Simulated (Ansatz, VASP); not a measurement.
One calculation of BN, two programs

INCAR

```
SYSTEM = BN
PREC     = Accurate       ! precision mode
ENCUT    = 520            ! plane-wave cutoff, eV
EDIFF    = 1E-6           ! SCF threshold, eV
ISMEAR   = 0              ! smearing method
SIGMA    = 0.05           ! smearing width, eV
LREAL    = .False.        ! projectors in reciprocal space
LASPH    = .True.         ! aspherical terms in the spheres
NELM     = 100            ! most SCF steps
ALGO     = Normal         ! electronic algorithm
ISIF     = 2              ! what is computed and relaxed
LWAVE    = .False.        ! write WAVECAR
LCHARG   = .False.        ! write CHGCAR
GGA      = PS             ! functional
NBANDS   = 26             ! bands
```

File KPOINTS:

```
Automatic mesh
0
Gamma
  6 6 10
  0 0 0
```

File POSCAR:

```
BN
1.0
    4.3652000000      0.0000000000      0.0000000000
    0.0000000000      4.3652000000      0.0000000000
    0.0000000000      0.0000000000      2.6903000000
B N
4 4
Direct
    0.1741337327      0.8258662673      0.5000000000
    0.3258662673      0.3258662673      0.0000000000
    0.6741337327      0.6741337327      0.0000000000
    0.8258662673      0.1741337327      0.5000000000
    0.8123909516      0.8123909516      0.5000000000
    0.3123909516      0.6876090484      0.0000000000
    0.6876090484      0.3123909516      0.0000000000
    0.1876090484      0.1876090484      0.5000000000
```

Input for Ansatz:

```yaml
crystal:
  lattice:
    - [4.3652, 0.0, 0.0]
    - [0.0, 4.3652, 0.0]
    - [0.0, 0.0, 2.6903]
  atoms:
    - { symbol: B, position: [0.1741337327, 0.8258662673, 0.5] }
    - { symbol: B, position: [0.3258662673, 0.3258662673, 0.0] }
    - { symbol: B, position: [0.6741337327, 0.6741337327, 0.0] }
    - { symbol: B, position: [0.8258662673, 0.1741337327, 0.5] }
    - { symbol: "N", position: [0.8123909516, 0.8123909516, 0.5] }
    - { symbol: "N", position: [0.3123909516, 0.6876090484, 0.0] }
    - { symbol: "N", position: [0.6876090484, 0.3123909516, 0.0] }
    - { symbol: "N", position: [0.1876090484, 0.1876090484, 0.5] }
basis:
  ecutwfc: 520.0
kpoints:
  mp_grid: { grid: [6, 6, 10] }
hamiltonian:
  xc: pbesol
  pseudopotentials: { kind: paw, azcp: { folder: soft_1 } }
scf:
  occupations: { method: gaussian, width: 0.05 }
output:
  forces: true
  stress: true
  eigenvalues: true
```

Alike in both runs: task single point; functional PBEsol; k mesh 6 × 6 × 10; occupations gaussian, width 0.05 eV; no spin polarisation.

|  | VASP | Ansatz |
| --- | --- | --- |
| version | VASP 6.6.1 | Ansatz 0.2.0 |
| potentials or method | VASP PAW PBE potentials, release 64 (B, N), cutoff 520 eV | scalar-relativistic, plane waves, PAW |
| valence electrons in the cell | 32 | 32 |

```tsv
	VASP	Ansatz	Ansatz less VASP
gap on the k mesh at the Fermi level (eV)	4.54	4.56	+0.011
least direct gap on the mesh (eV)	5.11	5.12	+0.003
pressure (GPa)	-14.4	-14.9	-0.55
traceless stress, the component that is largest in VASP (GPa)	-33.63	-33.42	+0.209
rms of the force components (eV/Å)	0.211	0.198	-0.0131
```

VASP's potentials were made for PBE, not for PBEsol, and Ansatz warns of the same on its side. Atom by atom the forces differ by 0.015 eV/Å (rms over components).
